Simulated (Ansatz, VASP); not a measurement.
## Two plane-wave programs on YbBi

INCAR

```
PREC     = Accurate       # precision mode
ENCUT    = 520            # plane-wave cutoff, eV
EDIFF    = 1E-6           # SCF threshold, eV
ISMEAR   = 0              # smearing method
SIGMA    = 0.05           # smearing width, eV
LREAL    = F              # projectors in reciprocal space
LASPH    = T              # aspherical terms in the spheres
NELM     = 150            # most SCF steps
ALGO     = Normal         # electronic algorithm
ISIF     = 2              # what is computed and relaxed
LWAVE    = F              # write WAVECAR
LCHARG   = F              # write CHGCAR
ISPIN    = 2              # spin polarisation
MAGMOM   = 0 0            # initial moments
LORBIT   = 11             # projections on sites
LMAXMIX  = 6              # l up to which the mixer works
LDAU     = T              # DFT+U
LDAUTYPE = 2            
LDAUL    = 3 -1           # shell
LDAUU    = 6 0            # U, eV
LDAUJ    = 0 0          
LDAUPRINT= 1            
GGA      = PE             # functional
NBANDS   = 30             # bands
```

KPOINTS

```
Automatic mesh
0
Gamma
  8 8 8
```

Contents of POSCAR:

```
YbBi
1.0
    4.0306145204      0.0000000000      0.0000000000
    0.0000000000      4.0306145204      0.0000000000
    0.0000000000      0.0000000000      4.0306145204
Yb Bi
1 1
Direct
    0.0000000000      0.0000000000      0.0000000000
    0.5000000000      0.5000000000      0.5000000000
```

Input for Ansatz:

```yaml
crystal:
  lattice:
    - [4.0306145204, 0.0, 0.0]
    - [0.0, 4.0306145204, 0.0]
    - [0.0, 0.0, 4.0306145204]
  atoms:
    - { symbol: Yb, position: [0.0, 0.0, 0.0], spin: 0.05 }
    - { symbol: Bi, position: [0.5, 0.5, 0.5] }
basis:
  ecutwfc: 420
  ecutrho_ratio: 4
kpoints:
  mp_grid: { grid: [8, 8, 8] }
hamiltonian:
  xc: pbe
  hubbard:
    sites:
      - { species: Yb, l: f, u_eff: 6.0, starting_ns: start.occupation_matrices }
    ns_hold: { iters: 6 }
scf:
  occupations: { method: gaussian, width: 0.05 }
  lower_state_search: "off"
output:
  forces: true
  stress: true
  eigenvalues: true
  populations: true
  hubbard: { sites: [{ species: Yb, l: f }] }
  write_density: true
  write_potential: true
  elf: true
  volumetric_format: npy
magnetization:
  spin_polarized: true
```

Alike in both runs: task single point; functional PBE; k mesh 8 × 8 × 8; occupations gaussian, width 0.05 eV; collinear spin; Hubbard terms Yb f U = 6.0 eV.

|  | VASP | Ansatz |
| --- | --- | --- |
| version | VASP 6.6.1 | Ansatz 0.2.0 |
| potentials or method | VASP PAW PBE potentials, release 64 (Yb, Bi_d), cutoff 520 eV | scalar-relativistic, plane waves, PAW |
| valence electrons in the cell | 39 | 39 |

|  | VASP | Ansatz | Ansatz less VASP |
| --- | --- | --- | --- |
| gap on the k mesh at the Fermi level (eV) | none | none | - |
| pressure (GPa) | -2.7 | -1.4 | +1.32 |

The programs project onto different local orbitals, so the same U acts differently, and such runs can settle in different states. A gap of «none» marks a metal or a gap that the smearing closes. Ansatz's warnings: filled band counts differ across k points, seeded moment not kept.

Neither program's run includes spin-orbit coupling.
